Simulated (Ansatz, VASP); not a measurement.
# One calculation of MoF, two programs

```xyz
2
Lattice="0.0000 2.4430 2.4430 2.4430 0.0000 2.4430 2.4430 2.4430 0.0000" Properties=species:S:1:pos:R:3 pbc="T T T"
Mo    0.0000    0.0000    0.0000
F     1.2215    1.2215    1.2215
```

Alike in both runs: functional PBE; k mesh 20 × 20 × 20; occupations gaussian, width 0.1 eV; collinear spin.

Ansatz relaxed the structure, and its values are those at the end. VASP's run is a single point on that final structure, the one shown.

```csv
,VASP,Ansatz
version,VASP 6.6.1,Ansatz 0.2.0
potentials or method,"VASP PAW PBE potentials, release 64 (Mo_sv, F), cutoff 520 eV","scalar-relativistic, plane waves, PAW"
valence electrons in the cell,21,21
```

Ansatz gave:

- gap on the k mesh at the Fermi level (eV): none
- pressure (GPa): 0.0
- net moment per atom (μB): 0.50
- size of the moment on the site where the two differ most (μB): 0.63

**Question.** Estimate VASP's values.

**Answer.** gap on the k mesh at the Fermi level (eV): none; pressure (GPa): 0.3; net moment per atom (μB): 0.50; size of the moment on the site where the two differ most (μB): 0.93.

Site moments also hang on the region over which each program counts them. A gap of «none» marks a metal or a gap that the smearing closes.
